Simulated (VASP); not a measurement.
# Ru (P6_3/mmc) in VASP: a series of runs

The runs below take Ru through single point, relaxation of cell and atoms, with PBEsol, PBE, r2SCAN.

Everything below comes from runs of VASP 6.6.1. Logs are shortened: lines on timing, memory, paths and dates and some standing lists are left out, and cuts for length are marked.

## (1) The cell of the first run

Symmetry: P6_3/mmc, No. 194, hexagonal system. Conventional cell: a = 2.692 Å, b = 2.692 Å, c = 4.244 Å, α = 90.00°, β = 90.00°, γ = 120.00°. Ru (site symmetry -6m2) has 12 Ru at 2.63 to 2.69 Å within 3.5 Å.

## (2) Single point, PBEsol

The input, INCAR:

```
SYSTEM = Ru
PREC = Accurate
ENCUT = 520
EDIFF = 1E-6
ISMEAR = -1
SIGMA = 0.05
LREAL = .FALSE.
LASPH = .TRUE.
NELM = 80
ALGO = Normal
ISIF = 2
LWAVE = .FALSE.
LCHARG = .TRUE.
GGA = PS
LELF = .TRUE.
LVHAR = .TRUE.
NBANDS = 21
```

The input, KPOINTS:

```
Automatic mesh
0
G
  16 16 9
  0 0 0
```

The input, POSCAR:

```
Ru
1.0
    2.6924478944      0.0000000000      0.0000000000
   -1.3462239472      2.3317282749      0.0000000000
    0.0000000000      0.0000000000      4.2437296224
Ru
2
Direct
    0.3333333333      0.6666666667      0.2500000000
    0.6666666667      0.3333333333      0.7500000000
```

Potentials or basis: VASP PAW PBE potentials, release 64 (Ru_pv).

The run is started by

```
cat potpaw_PBE.64/Ru_pv/POTCAR > POTCAR
mpirun -np 1 vasp_std > vasp.out
```

OUTCAR:

```text
SYSTEM = Ru
   PREC = Accurate
   ENCUT = 520
   EDIFF = 1E-6
   ISMEAR = -1
   LREAL = .FALSE.
   LASPH = .TRUE.
   NELM = 80
   ISIF = 2
   GGA = PS

 ion  position               nearest neighbor table
   1  0.333  0.667  0.250-   2 2.63   2 2.63   2 2.63   2 2.63   2 2.63   2 2.63
   2  0.667  0.333  0.750-   1 2.63   1 2.63   1 2.63   1 2.63   1 2.63   1 2.63

  LATTYP: Found a hexagonal cell.
 ALAT       =     2.6924478944
 C/A-ratio  =     1.5761603525

  Lattice vectors:

 A1 = (   2.6924478944,   0.0000000000,   0.0000000000)
 A2 = (  -1.3462239472,   2.3317282749,   0.0000000000)
 A3 = (   0.0000000000,   0.0000000000,   4.2437296224)

Analysis of symmetry for initial positions (statically):
=====================================================================
 Subroutine PRICEL returns:
 Original cell was already a primitive cell.

 Routine SETGRP: Setting up the symmetry group for a
 hexagonal supercell.

 Subroutine GETGRP returns: Found 24 space group operations
 (whereof 12 operations were pure point group operations)
 out of a pool of 24 trial point group operations.

The static configuration has the point symmetry D_3d.
 The point group associated with its full space group is D_6h.

Analysis of symmetry for dynamics (positions and initial velocities):
=====================================================================
 Subroutine PRICEL returns:
 Original cell was already a primitive cell.

 Routine SETGRP: Setting up the symmetry group for a
 hexagonal supercell.

 Subroutine GETGRP returns: Found 24 space group operations
 (whereof 12 operations were pure point group operations)
 out of a pool of 24 trial point group operations.

The dynamic configuration has the point symmetry D_3d.
 The point group associated with its full space group is D_6h.

 Subroutine INISYM returns: Found 24 space group operations
 (whereof 12 operations are pure point group operations),
 and found     1 'primitive' translations

----------------------------------------------------------------------------------------

                                     Primitive cell

  volume of cell :      26.6424

  direct lattice vectors                    reciprocal lattice vectors
     2.692447894  0.000000000  0.000000000     0.371409230  0.214433219  0.000000000
    -1.346223947  2.331728275  0.000000000     0.000000000  0.428866438  0.000000000
     0.000000000  0.000000000  4.243729622     0.000000000  0.000000000  0.235641780

  length of vectors
     2.692447894  2.692447894  4.243729622     0.428866438  0.428866438  0.235641780

  position of ions in fractional coordinates (direct lattice)
     0.333333333  0.666666667  0.250000000
     0.666666667  0.333333333  0.750000000

  ion indices of the primitive-cell ions
   primitive index   ion index
                 1           1
                 2           2

----------------------------------------------------------------------------------------

 KPOINTS: Automatic mesh

Automatic generation of k-mesh.
 Grid dimensions read from file:
 generate k-points for:   16   16    9

 Generating k-lattice:

  Cartesian coordinates                     Fractional coordinates (reciprocal lattice)
     0.023213077  0.013402076  0.000000000     0.062500000  0.000000000  0.000000000
     0.000000000  0.026804152  0.000000000     0.000000000  0.062500000  0.000000000
     0.000000000  0.000000000  0.026182420     0.000000000  0.000000000  0.111111111

  Length of vectors
     0.026804152  0.026804152  0.026182420

  Shift w.r.t. Gamma in fractional coordinates (k-lattice)
     0.000000000  0.000000000  0.000000000

 Subroutine IBZKPT returns following result:
 ===========================================

 Found    150 irreducible k-points:

 Following reciprocal coordinates:
            Coordinates               Weight
  0.000000  0.000000  0.000000      1.000000
  0.062500  0.000000  0.000000      6.000000
  0.125000  0.000000  0.000000      6.000000
  0.187500  0.000000  0.000000      6.000000
  0.250000  0.000000  0.000000      6.000000
  0.312500  0.000000  0.000000      6.000000
[... 16 lines left out ...]
  0.187500  0.187500  0.000000      6.000000
  0.250000  0.187500  0.000000     12.000000
 [... further k-points ...]
   k-points           NKPTS =    150   k-points in BZ     NKDIM =    150   number of bands    NBANDS=     21
   number of dos      NEDOS =    301   number of ions     NIONS =      2
   total plane-waves  NPLWV =  12800
   dimension x,y,z NGX =    20 NGY =   20 NGZ =   32
   dimension x,y,z NGXF=    40 NGYF=   40 NGZF=   64
   ions per type =               2
   NGX,Y,Z   is equivalent  to a cutoff of  12.35, 12.35, 12.54 a.u.
   NGXF,Y,Z  is equivalent  to a cutoff of  24.70, 24.70, 25.07 a.u.
 SYSTEM =  Ru
   PREC   = accura    normal or accurate (medium, high low for compatibility)
   ISTART =      0    job   : 0-new  1-cont  2-samecut
   ICHARG =      2    charge: 1-file 2-atom 10-const
   ISPIN  =      1    spin polarized calculation?
   LNONCOLLINEAR =      F non collinear calculations
   LSORBIT =      F    spin-orbit coupling
   LASPH  =      T    aspherical Exc in radial PAW
   ENCUT  =  520.0 eV  38.22 Ry    6.18 a.u.   5.01  5.01  7.89*2*pi/ulx,y,z
   NELM   =     80;   NELMIN=  2; NELMDL= -5     # of ELM steps
   EDIFF  = 0.1E-05   stopping-criterion for ELM
   LREAL  =      F    real-space projection
[... 7 lines left out ...]
   TEBEG  =    0.0;   TEEND  =   0.0 temperature during run
   PSTRESS=    0.0 pullay stress
   NELECT =      28.0000    total number of electrons
   NUPDOWN=      -1.0000    fix difference up-down
   EMIN   =  10.00;   EMAX   =-10.00  energy-range for DOS
   EFERMI =   0.00;   METHOD = LEGACY
   ISMEAR =    -1;   SIGMA  =   0.05  broadening in eV -4-tet -1-fermi 0-gaus
   EFERMI_NEDOS =   21; number of points for ismear=-14 and -15
   IALGO  =     38    algorithm
   IMIX   =      4    mixing-type and parameters
     AMIX     =   0.40;   BMIX     =  1.00
     AMIX_MAG =   1.60;   BMIX_MAG =  1.00
  volume/ion in A,a.u.               =      13.32        89.90
  Fermi-wavevector in a.u.,A,eV,Ry     =   1.664447  3.145348 37.693340  2.770382
  Thomas-Fermi vector in A             =   2.750989
   LORBIT       =      0    0 simple, 1 ext, 2 COOP (PROOUT), +10 PAW based schemes
   GGA     = PS    functional components
   LHFCALC =     F    Hartree Fock is set to
   AEXX    =    0.0000 exact exchange contribution
   IVDW    =     0    specifies the selected vdW correction
   LEPSILON=     F    determine dielectric tensor
   LRPA    =     F    only Hartree local field effects (RPA)
 non-spin polarized calculation
  energy-cutoff  :      520.00
  volume of cell :       26.64
 maximum number of plane-waves:       735
 NGX is ok and might be reduce to    20
   NGX =  9   NGY =  9   NGZ = 15

 number of electron      27.9999997 magnetization

 Free energy of the ion-electron system (eV)
  ---------------------------------------------------
  ext. energy  EPLUGINS =         0.00000000
  ---------------------------------------------------
  free energy    TOTEN  =       -20.35118258 eV

  energy without entropy =      -20.34047649  energy(sigma->0) =      -20.34582954

 E-fermi :  13.0647     XC(G=0): -14.3993

 val. band max:       13.0551622357   @ k =   0.1250   0.0625   0.3333
 cond. band min:      13.0670898342   @ k =   0.4375   0.0625   0.3333
 fundamental gap:      0.0119275985
 Fermi energy:        13.0646758453

 k-point     1 :       0.0000    0.0000    0.0000
  band No.  band energies     occupation
      1     -30.6364      2.00000
      2     -29.6382      2.00000
      3     -29.6382      2.00000
      4     -29.4531      2.00000
      5     -29.4531      2.00000
      6     -29.4022      2.00000
[... 13 lines left out ...]
     20      23.2983      0.00000
     21      23.6490      0.00000

 k-point     2 :       0.0625    0.0000    0.0000
  band No.  band energies     occupation
      1     -30.6221      2.00000
      2     -29.6684      2.00000
      3     -29.6485      2.00000
      4     -29.4847      2.00000
      5     -29.4571      2.00000
      6     -29.4089      2.00000
[... 13 lines left out ...]
     20      23.2982      0.00000
     21      23.6290      0.00000

 k-point     3 :       0.1250    0.0000    0.0000
  band No.  band energies     occupation
      1     -30.5803      2.00000
      2     -29.7544      2.00000
      3     -29.6772      2.00000
      4     -29.5735      2.00000
      5     -29.4690      2.00000
      6     -29.4292      2.00000
[... 13 lines left out ...]
     20      23.2982      0.00000
     21      23.5639      0.00000

 k-point     4 :       0.1875    0.0000    0.0000
  band No.  band energies     occupation
      1     -30.5142      2.00000
      2     -29.8831      2.00000
      3     -29.7188      2.00000
      4     -29.7035      2.00000
      5     -29.4879      2.00000
      6     -29.4630      2.00000
[... 13 lines left out ...]
     20      23.2980      0.00000
     21      23.4619      0.00000

 k-point     5 :       0.2500    0.0000    0.0000
  band No.  band energies     occupation
      1     -30.4289      2.00000
      2     -30.0349      2.00000
      3     -29.8523      2.00000
      4     -29.7663      2.00000
      5     -29.5115      2.00000
      6     -29.5100      2.00000
[... 13 lines left out ...]
     20      23.2979      0.00000
     21      23.3741      0.00000
[... 382 lines left out ...]
     20      23.2960      0.00000
     21      24.3690      0.00000

 k-point    22 :       0.4375    0.1250    0.0000
  band No.  band energies     occupation
      1     -30.3962      2.00000
      2     -30.1898      2.00000
      3     -30.0855      2.00000
      4     -29.9463      2.00000
      5     -29.7455      2.00000
      6     -29.6550      2.00000
[... 13 lines left out ...]
     20      23.2945      0.00000
     21      24.5930      0.00000

 k-point    23 :       0.1875    0.1875    0.0000
  band No.  band energies     occupation
      1     -30.3081      2.00000
      2     -30.1007      2.00000
      3     -30.0982      2.00000
      4     -29.7981      2.00000
      5     -29.6240      2.00000
      6     -29.5835      2.00000
[... 13 lines left out ...]
     20      23.2973      0.00000
     21      23.4198      0.00000

 k-point    24 :       0.2500    0.1875    0.0000
  band No.  band energies     occupation
      1     -30.2187      2.00000
      2     -30.2143      2.00000
      3     -30.1408      2.00000
      4     -29.8713      2.00000
      5     -29.6776      2.00000
      6     -29.6471      2.00000
[... 13 lines left out ...]
     20      23.4438      0.00000
     21      24.2019      0.00000

 [... further k-points ...]

------------------------ aborting loop because EDIFF is reached ----------------------------------------

  FORCE on cell =-STRESS in cart. coord.  units (eV):
  Direction    XX          YY          ZZ          XY          YZ          ZX
  --------------------------------------------------------------------------------------
  -------------------------------------------------------------------------------------
  Total       -0.0106401     -0.0106401     -0.0159336      0.0000000      0.0000000      0.0000000
  in kB       -0.6398586     -0.6398586     -0.9581910      0.0000000      0.0000000      0.0000000
  external PRESSURE =      -0.7459694 kB  Pullay stress =       0.0000000 kB

 VOLUME and BASIS-vectors are now :
 -----------------------------------------------------------------------------
  energy-cutoff  :      520.00
  volume of cell :       26.64
      direct lattice vectors                 reciprocal lattice vectors
     2.692447894  0.000000000  0.000000000     0.371409230  0.214433219  0.000000000
    -1.346223947  2.331728275  0.000000000     0.000000000  0.428866438  0.000000000
     0.000000000  0.000000000  4.243729622     0.000000000  0.000000000  0.235641780

 POSITION                                       TOTAL-FORCE (eV/Angst)
 -----------------------------------------------------------------------------------
     -0.00000      1.55449      1.06093         0.000000      0.000000      0.000000
      1.34622      0.77724      3.18280        -0.000000     -0.000000      0.000000
 -----------------------------------------------------------------------------------
    total drift:                               -0.000000      0.000000     -0.000000

  FREE ENERGIE OF THE ION-ELECTRON SYSTEM (eV)
  ---------------------------------------------------
  free  energy   TOTEN  =       -20.3511825834 eV

  energy  without entropy=      -20.3404764916  energy(sigma->0) =      -20.34582954
```

It took 81 s on 1 thread of AMD EPYC 7R13, shared host; peak memory 0.16 GiB.

What came out:

| Item | Value |
| --- | --- |
| Free energy | -20.3512 eV |
| Pressure | -0.1 GPa |
| Band gap on the k mesh | zero (band 14 reaches 14.70 eV, above the bottom of band 15 at 11.43 eV) |

Caveat: the PAW data sets were made with another functional, which shifts forces and pressure a little.

(Continued in part 2 of 3.)
